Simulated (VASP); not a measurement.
# CoIrC4N4 (P-43m) in VASP: a series of runs

The runs below take CoIrC4N4 through single point, with PBE.

All numbers are computed with VASP 6.6.1; they aren't measurements. Logs are shortened: lines on timing, memory, paths and dates and some standing lists are left out, and cuts for length are marked.

### 1 The cell of the first run

The structure is cubic, space group P-43m (No. 215). The conventional cell has a = 5.797 Å, b = 5.797 Å, c = 5.797 Å, α = 90.00°, β = 90.00°, γ = 90.00°. Co (site symmetry -43m) has 4 N at 1.89 Å within 2.5 Å. Within 2.6 Å of Ir (site symmetry -43m) lie 4 C at 1.95 Å. C (site symmetry 3m) has 1 N at 1.18 Å within 1.6 Å. Within 1.6 Å of N (site symmetry 3m) lie 1 C at 1.18 Å.

### 2 Single point, PBE, collinear spin, ferrimagnetic start

File INCAR:

```
ALGO = Normal
EDIFF = 1E-6
ENCUT = 600
GGA = PE
GGA_COMPAT = F
ISIF = 2
ISMEAR = 0
ISPIN = 2
LASPH = T
LCHARG = F
LMAXMIX = 4
LORBIT = 11
LREAL = F
LWAVE = F
MAGMOM = -3 1 0 0 0 0 0 0 0 0
NBANDS = 42
NELM = 200
PREC = Accurate
SIGMA = 0.1
```

File KPOINTS:

```
k-points
0
Gamma
  4 4 4
```

File POSCAR:

```
CoIrC4N4
1.0
    5.7969093492      0.0000000000      0.0000000000
    0.0000000000      5.7969093492      0.0000000000
    0.0000000000      0.0000000000      5.7969093492
Co Ir C N
1 1 4 4
Direct
    0.5000000000      0.5000000000      0.5000000000
    0.0000000000      0.0000000000      0.0000000000
    0.1945103147      0.1945103147      0.1945103147
    0.1945103147      0.8054896853      0.8054896853
    0.8054896853      0.1945103147      0.8054896853
    0.8054896853      0.8054896853      0.1945103147
    0.3121464911      0.3121464911      0.3121464911
    0.3121464911      0.6878535089      0.6878535089
    0.6878535089      0.3121464911      0.6878535089
    0.6878535089      0.6878535089      0.3121464911
```

Potentials or basis: VASP PAW PBE potentials, release 64 (Co, Ir, C, N).

On the command line:

```
> cat potpaw_PBE.64/Co/POTCAR potpaw_PBE.64/Ir/POTCAR potpaw_PBE.64/C/POTCAR potpaw_PBE.64/N/POTCAR > POTCAR
> mpirun -np 1 vasp_std > vasp.out
```

OUTCAR:

```text
EDIFF = 1E-6
   ENCUT = 600
   GGA = PE
   ISIF = 2
   ISMEAR = 0
   ISPIN = 2
   LASPH = T
   LORBIT = 11
   LREAL = F
   NELM = 200
   PREC = Accurate

 ion  position               nearest neighbor table
   1  0.500  0.500  0.500-   7 1.89   8 1.89   9 1.89  10 1.89
   2  0.000  0.000  0.000-   3 1.95   4 1.95   5 1.95   6 1.95
   3  0.195  0.195  0.195-   7 1.18   2 1.95
   4  0.195  0.805  0.805-   8 1.18   2 1.95
   5  0.805  0.195  0.805-   9 1.18   2 1.95
   6  0.805  0.805  0.195-  10 1.18   2 1.95
   7  0.312  0.312  0.312-   3 1.18   1 1.89
   8  0.312  0.688  0.688-   4 1.18   1 1.89
   9  0.688  0.312  0.688-   5 1.18   1 1.89
  10  0.688  0.688  0.312-   6 1.18   1 1.89

  LATTYP: Found a simple cubic cell.
 ALAT       =     5.7969093492

  Lattice vectors:

 A1 = (   5.7969093492,   0.0000000000,   0.0000000000)
 A2 = (   0.0000000000,   5.7969093492,   0.0000000000)
 A3 = (   0.0000000000,   0.0000000000,   5.7969093492)

Analysis of symmetry for initial positions (statically):
=====================================================================
 Subroutine PRICEL returns:
 Original cell was already a primitive cell.

 Routine SETGRP: Setting up the symmetry group for a
 simple cubic supercell.

 Subroutine GETGRP returns: Found 24 space group operations
 (whereof 24 operations were pure point group operations)
 out of a pool of 48 trial point group operations.

The static configuration has the point symmetry T_d .

Analysis of symmetry for dynamics (positions and initial velocities):
=====================================================================
 Subroutine PRICEL returns:
 Original cell was already a primitive cell.

 Routine SETGRP: Setting up the symmetry group for a
 simple cubic supercell.

 Subroutine GETGRP returns: Found 24 space group operations
 (whereof 24 operations were pure point group operations)
 out of a pool of 48 trial point group operations.

The dynamic configuration has the point symmetry T_d .

Analysis of structural, dynamic, and magnetic symmetry:
=====================================================================
 Subroutine PRICEL returns:
 Original cell was already a primitive cell.

 Routine SETGRP: Setting up the symmetry group for a
 simple cubic supercell.

 Subroutine GETGRP returns: Found 24 space group operations
 (whereof 24 operations were pure point group operations)
 out of a pool of 48 trial point group operations.

The overall configuration has the point symmetry T_d .

 Subroutine INISYM returns: Found 24 space group operations
 (whereof 24 operations are pure point group operations),
 and found     1 'primitive' translations

----------------------------------------------------------------------------------------

                                     Primitive cell

  volume of cell :     194.8003

  direct lattice vectors                    reciprocal lattice vectors
     5.796909349  0.000000000  0.000000000     0.172505716  0.000000000  0.000000000
     0.000000000  5.796909349  0.000000000     0.000000000  0.172505716  0.000000000
     0.000000000  0.000000000  5.796909349     0.000000000  0.000000000  0.172505716

  length of vectors
     5.796909349  5.796909349  5.796909349     0.172505716  0.172505716  0.172505716

  position of ions in fractional coordinates (direct lattice)
     0.500000000  0.500000000  0.500000000
     0.000000000  0.000000000  0.000000000
     0.194510315  0.194510315  0.194510315
     0.194510315  0.805489685  0.805489685
     0.805489685  0.194510315  0.805489685
     0.805489685  0.805489685  0.194510315
     0.312146491  0.312146491  0.312146491
     0.312146491  0.687853509  0.687853509
     0.687853509  0.312146491  0.687853509
     0.687853509  0.687853509  0.312146491

  ion indices of the primitive-cell ions
   primitive index   ion index
                 1           1
                 2           2
                 3           3
                 4           4
                 5           5
                 6           6
                 7           7
                 8           8
[... 50 lines left out ...]
   PREC   = accura    normal or accurate (medium, high low for compatibility)
   ISTART =      0    job   : 0-new  1-cont  2-samecut
   ICHARG =      2    charge: 1-file 2-atom 10-const
   ISPIN  =      2    spin polarized calculation?
   LNONCOLLINEAR =      F non collinear calculations
   LSORBIT =      F    spin-orbit coupling
   LASPH  =      T    aspherical Exc in radial PAW
   ENCUT  =  600.0 eV  44.10 Ry    6.64 a.u.  11.58 11.58 11.58*2*pi/ulx,y,z
   NELM   =    200;   NELMIN=  2; NELMDL= -5     # of ELM steps
   EDIFF  = 0.1E-05   stopping-criterion for ELM
   LREAL  =      F    real-space projection
   EDIFFG = 0.1E-04   stopping-criterion for IOM
   NSW    =      0    number of steps for IOM
   IBRION =     -1    ionic relax: 0-MD 1-quasi-New 2-CG
   NFREE  =      0    steps in history (QN), initial steepest desc. (CG)
   ISIF   =      2    stress and relaxation
   ISYM   =      2    0-nonsym 1-usesym 2-fastsym
   POTIM  = 0.5000    time-step for ionic-motion
   TEBEG  =    0.0;   TEEND  =   0.0 temperature during run
   PSTRESS=    0.0 pullay stress
   NELECT =      54.0000    total number of electrons
   NUPDOWN=      -1.0000    fix difference up-down
   EMIN   =  10.00;   EMAX   =-10.00  energy-range for DOS
   EFERMI =   0.00;   METHOD = LEGACY
   ISMEAR =     0;   SIGMA  =   0.10  broadening in eV -4-tet -1-fermi 0-gaus
   EFERMI_NEDOS =   21; number of points for ismear=-14 and -15
   IALGO  =     38    algorithm
   IMIX   =      4    mixing-type and parameters
     AMIX     =   0.40;   BMIX     =  1.00
     AMIX_MAG =   1.60;   BMIX_MAG =  1.00
  volume/ion in A,a.u.               =      19.48       131.46
  Fermi-wavevector in a.u.,A,eV,Ry     =   1.067439  2.017166 15.502821  1.139425
  Thomas-Fermi vector in A             =   2.203055
   LORBIT       =     11    0 simple, 1 ext, 2 COOP (PROOUT), +10 PAW based schemes
   GGA     = PE    functional components
   LHFCALC =     F    Hartree Fock is set to
   AEXX    =    0.0000 exact exchange contribution
   IVDW    =     0    specifies the selected vdW correction
   LEPSILON=     F    determine dielectric tensor
   LRPA    =     F    only Hartree local field effects (RPA)
 spin polarized calculation
 Gauss-broadening in eV      SIGMA  =   0.10
  energy-cutoff  :      600.00
  volume of cell :      194.80
 maximum number of plane-waves:      6619
 NGX is ok and might be reduce to    48
   NGX = 23   NGY = 23   NGZ = 23

 number of electron      54.0000003 magnetization       0.1669187

 number of electron      54.0000003 magnetization      -0.0767434

 Free energy of the ion-electron system (eV)
  ---------------------------------------------------
  ext. energy  EPLUGINS =         0.00000000
  ---------------------------------------------------
  free energy    TOTEN  =       -80.65002553 eV

  energy without entropy =      -80.64541626  energy(sigma->0) =      -80.64772090

 E-fermi :  -0.2057     XC(G=0):  -7.5400

 val. band max:       -0.2199476650   @ k =   0.5000   0.0000   0.0000
 cond. band min:      -0.0798770747   @ k =   0.5000   0.5000   0.5000
 fundamental gap:      0.1400705903
 Fermi energy:        -0.2057443764

 spin component 1

 k-point     1 :       0.0000    0.0000    0.0000
  band No.  band energies     occupation
      1     -18.3172      1.00000
      2     -18.1560      1.00000
      3     -18.1560      1.00000
      4     -18.1560      1.00000
      5      -9.5038      1.00000
      6      -8.4068      1.00000
[... 409 lines left out ...]
     38       5.1077      0.00000
     39       7.2233      0.00000
 Fermi energy:        -0.2057443764

 spin component 2

 k-point     1 :       0.0000    0.0000    0.0000
  band No.  band energies     occupation
      1     -18.2185      1.00000
      2     -18.0576      1.00000
      3     -18.0576      1.00000
      4     -18.0576      1.00000
      5      -9.3097      1.00000
      6      -8.2757      1.00000
[... 409 lines left out ...]
     38       5.2118      0.00000
     39       7.3011      0.00000
 [bands above 39 left out]

------------------------ aborting loop because EDIFF is reached ----------------------------------------

  FORCE on cell =-STRESS in cart. coord.  units (eV):
  Direction    XX          YY          ZZ          XY          YZ          ZX
  --------------------------------------------------------------------------------------
  -------------------------------------------------------------------------------------
  Total        0.2588600      0.2588600      0.2588600      0.0000000     -0.0000000      0.0000000
  in kB        2.1290510      2.1290510      2.1290510      0.0000000     -0.0000000      0.0000000
  external PRESSURE =       2.1290510 kB  Pullay stress =       0.0000000 kB

 VOLUME and BASIS-vectors are now :
 -----------------------------------------------------------------------------
  energy-cutoff  :      600.00
  volume of cell :      194.80
      direct lattice vectors                 reciprocal lattice vectors
     5.796909349  0.000000000  0.000000000     0.172505716  0.000000000  0.000000000
     0.000000000  5.796909349  0.000000000     0.000000000  0.172505716  0.000000000
     0.000000000  0.000000000  5.796909349     0.000000000  0.000000000  0.172505716

 POSITION                                       TOTAL-FORCE (eV/Angst)
 -----------------------------------------------------------------------------------
      2.89845      2.89845      2.89845        -0.000000     -0.000000     -0.000000
      0.00000      0.00000      0.00000        -0.000000     -0.000000     -0.000000
      1.12756      1.12756      1.12756        -0.127702     -0.127702     -0.127702
      1.12756      4.66935      4.66935        -0.127702      0.127702      0.127702
      4.66935      1.12756      4.66935         0.127702     -0.127702      0.127702
      4.66935      4.66935      1.12756         0.127702      0.127702     -0.127702
      1.80948      1.80948      1.80948         0.174422      0.174422      0.174422
      1.80948      3.98742      3.98742         0.174422     -0.174422     -0.174422
      3.98742      1.80948      3.98742        -0.174422      0.174422     -0.174422
      3.98742      3.98742      1.80948        -0.174422     -0.174422      0.174422
 -----------------------------------------------------------------------------------
    total drift:                                0.000000      0.000000      0.000000

  FREE ENERGIE OF THE ION-ELECTRON SYSTEM (eV)
  ---------------------------------------------------
  free  energy   TOTEN  =       -80.6500255342 eV

  energy  without entropy=      -80.6454162616  energy(sigma->0) =      -80.64772090

 total charge

# of ion       s       p       d       tot
------------------------------------------
    1        0.412   0.603   7.151   8.166
    2        0.740   0.925   7.019   8.684
    3        0.936   1.638   0.000   2.574
    4        0.936   1.638   0.000   2.574
    5        0.936   1.638   0.000   2.574
    6        0.936   1.638   0.000   2.574
    7        1.294   2.577   0.000   3.871
    8        1.294   2.577   0.000   3.871
    9        1.294   2.577   0.000   3.871
   10        1.294   2.577   0.000   3.871
--------------------------------------------------
tot         10.072  18.390  14.170  42.633

 magnetization (x)

# of ion       s       p       d       tot
------------------------------------------
    1       -0.008  -0.068  -2.036  -2.112
    2        0.010   0.297   0.865   1.173
    3        0.013  -0.005   0.000   0.008
    4        0.013  -0.005   0.000   0.008
    5        0.013  -0.005   0.000   0.008
    6        0.013  -0.005   0.000   0.008
    7       -0.004   0.087   0.000   0.083
    8       -0.004   0.087   0.000   0.083
    9       -0.004   0.087   0.000   0.083
   10       -0.004   0.087   0.000   0.083
--------------------------------------------------
tot          0.038   0.557  -1.171  -0.576
```

It took 13 min on 1 thread of Intel Xeon 6975P-C (Granite Rapids), shared host; peak memory 0.53 GiB.

What came out:

| Property | Result |
| --- | --- |
| Free energy | -80.6500 eV |
| Pressure | 0.2 GPa |
| Largest force | 0.302 eV/Å |
| Net moment | -0.08 μB per cell |
| Site moments | Co -2.11; Ir +1.17; C +0.01; N +0.08 μB |
| Valence electrons inside the program's atomic spheres | Co 8.17; Ir 8.68; C 2.57; N 3.87 |

Forces in eV/Å, atoms in the order of the input:
```
Co   0.000  0.000  0.000
Ir   0.000  0.000  0.000
C   -0.128 -0.128 -0.128
C   -0.128  0.128  0.128
C    0.128 -0.128  0.128
C    0.128  0.128 -0.128
N    0.174  0.174  0.174
N    0.174 -0.174 -0.174
N   -0.174  0.174 -0.174
N   -0.174 -0.174  0.174
```

Levels at points of the mesh, in eV from the Fermi level:
Spin up:
```csv
k point,band 24,band 25,band 26,band 27,band 28,band 29,band 30,band 31
"(0.00, 0.00, 0.00)",-0.92,-0.92,-0.62,-0.62,0.75,0.75,0.75,4.67
"(0.50, 0.00, 0.00)",-0.93,-0.78,-0.78,-0.01,0.82,0.94,0.94,4.24
"(0.50, 0.50, 0.00)",-0.91,-0.66,-0.66,-0.02,0.81,0.87,0.87,4.38
"(0.50, 0.50, 0.50)",-0.69,-0.69,-0.54,-0.54,0.73,0.74,0.74,4.58
```
Spin down:
| k point | band 24 | band 25 | band 26 | band 27 | band 28 | band 29 | band 30 | band 31 |
| --- | --- | --- | --- | --- | --- | --- | --- | --- |
| (0.00, 0.00, 0.00) | -1.65 | -1.65 | -1.25 | -1.25 | -0.04 | -0.04 | -0.04 | 4.86 |
| (0.50, 0.00, 0.00) | -1.87 | -1.79 | -1.79 | -1.15 | 0.31 | 0.43 | 0.43 | 4.20 |
| (0.50, 0.50, 0.00) | -1.83 | -1.75 | -1.75 | -1.16 | 0.36 | 0.43 | 0.43 | 4.32 |
| (0.50, 0.50, 0.50) | -1.64 | -1.64 | -1.14 | -1.14 | 0.13 | 0.13 | 0.13 | 4.77 |

Caveat: spin-orbit coupling is left out, which moves the levels of the heavy elements.

[end of part 1 of 2]
